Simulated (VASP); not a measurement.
HgF3: single point with PBE

Crystal: HgF3.

```
CELL_PARAMETERS angstrom
0.00000 2.86317 2.86317
2.86317 0.00000 2.86317
2.86317 2.86317 0.00000
ATOMIC_POSITIONS crystal
Hg 0.01258 0.00023 0.99157
F 0.49936 0.49453 0.51040
F 0.76276 0.73570 0.73769
F 0.26368 0.24874 0.23771
```

This cell differs from its parent crystal: atoms moved at random.

* Program: VASP 6.6.1
* Task: single point
* Functional: PBE
* Potentials or basis: VASP PAW PBE potentials, release 64 (Hg, F)
* Cutoff: 520 eV
* k mesh: 8 × 8 × 8
* Occupations: fermi-dirac, width 0.05 eV
* Spin: no spin polarisation

- Pressure: 1.8 GPa
- Largest force: 0.196 eV/Å

Forces in eV/Å, atoms in the order of the input:
```
Hg  -0.111 -0.019 -0.036
F   -0.174 -0.068  0.062
F    0.185  0.032  0.044
F    0.099  0.054 -0.070
```

Stress tensor (GPa, compression positive):
```
1.71 0.30 0.01
0.30 1.89 0.27
0.01 0.27 1.90
```

Levels at points of the mesh, in eV from the Fermi level:
| k point | band 13 | band 14 | band 15 | band 16 | band 17 | band 18 | band 19 | band 20 | band 21 | band 22 |
| --- | --- | --- | --- | --- | --- | --- | --- | --- | --- | --- |
| (0.00, 0.00, 0.00) | -0.68 | -0.63 | -0.54 | -0.49 | -0.46 | 1.31 | 12.62 | 12.69 | 12.77 | 18.48 |
| (0.50, 0.00, 0.00) | -1.24 | -1.16 | -0.30 | 0.11 | 0.13 | 4.33 | 9.84 | 12.14 | 12.43 | 19.59 |
| (0.00, 0.50, 0.00) | -1.25 | -1.19 | -0.31 | 0.12 | 0.13 | 4.39 | 9.93 | 12.20 | 12.38 | 19.61 |
| (0.00, 0.00, 0.50) | -1.25 | -1.16 | -0.29 | 0.11 | 0.13 | 4.31 | 9.83 | 12.14 | 12.43 | 19.65 |
| (0.50, 0.50, 0.50) | -1.19 | -1.15 | -0.30 | 0.11 | 0.12 | 4.25 | 9.74 | 12.20 | 12.36 | 19.71 |
| (0.50, 0.50, 0.00) | -1.17 | -0.62 | -0.55 | -0.19 | -0.15 | 4.37 | 9.97 | 13.09 | 13.23 | 16.90 |
| (0.00, 0.50, 0.50) | -1.16 | -0.64 | -0.57 | -0.17 | -0.14 | 4.37 | 9.97 | 13.11 | 13.22 | 16.92 |
| (0.50, 0.00, 0.50) | -1.18 | -0.59 | -0.58 | -0.17 | -0.16 | 4.37 | 9.96 | 13.15 | 13.17 | 16.93 |

Run time: 3.2 min on 1 thread of AMD EPYC 9R45 96-Core Processor (Zen 5), on a shared host, peak memory 0.33 GiB.

Caveat: the cell differs from its parent crystal (atoms moved at random); spin-orbit coupling is left out, which moves the levels of the heavy elements; an odd number of electrons without spin polarisation forces a metal; a magnetic or distorted state may lie lower.
